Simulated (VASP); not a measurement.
Write the native input for VASP 6.6.1 that does the following.

```
Task                   : single point
Functional             : PBEsol
Potentials or basis    : VASP PAW PBE potentials, release 64 (Li_sv)
Cutoff                 : 750 eV
k mesh                 : 13 × 13 × 13
Occupations            : fermi-dirac, width 0.08 eV
Spin                   : no spin polarisation
Dipole correction      : no
Further INCAR settings : ALGO = Normal; EDIFF = 1e-06; NBANDS = 8
```

The structure of Li lies in POSCAR:

```
Li
1.0
    0.0000000000      2.2020000000      2.1579600000
    2.2020000000      0.0000000000      2.1579600000
    2.2020000000      2.2020000000      0.0000000000
Li
1
Direct
    0.0000000000      0.0000000000      0.0000000000
```

This cell differs from its parent crystal: zz strain of -2 %.

The input as run:

INCAR

```
SYSTEM = Li
PREC     = Accurate       ! precision mode
ENCUT    = 750            ! plane-wave cutoff, eV
EDIFF    = 1E-6           ! SCF threshold, eV
ISMEAR   = -1             ! smearing method
SIGMA    = 0.08           ! smearing width, eV
LREAL    = .FALSE.        ! projectors in reciprocal space
LASPH    = .TRUE.         ! aspherical terms in the spheres
NELM     = 120            ! most SCF steps
ALGO     = Normal         ! electronic algorithm
ISIF     = 2              ! what is computed and relaxed
LWAVE    = .FALSE.        ! write WAVECAR
LCHARG   = .FALSE.        ! write CHGCAR
GGA      = PS             ! functional
NBANDS   = 8              ! bands
GGA_COMPAT= .FALSE.
```

KPOINTS

```
regular mesh
0
G
  13 13 13
  0 0 0
```

Potentials or basis: VASP PAW PBE potentials, release 64 (Li_sv).

Run with:

```sh
$ cat potpaw_PBE.64/Li_sv/POTCAR > POTCAR
$ mpirun -np 1 vasp_std > vasp.out
```

It gave:

| Quantity | Value |
| --- | --- |
| Pressure | -0.5 GPa |
| Band gap on the k mesh | zero (an odd number of electrons rules out a gap without spin polarisation) |

Caveat: the cell differs from its parent crystal (zz strain of -2 %); the PAW data sets were made with another functional, which shifts forces and pressure a little.

It took 14 s on 1 thread of AMD EPYC 9R45 96-Core Processor (Zen 5), on a shared host, peak memory 0.15 GiB.
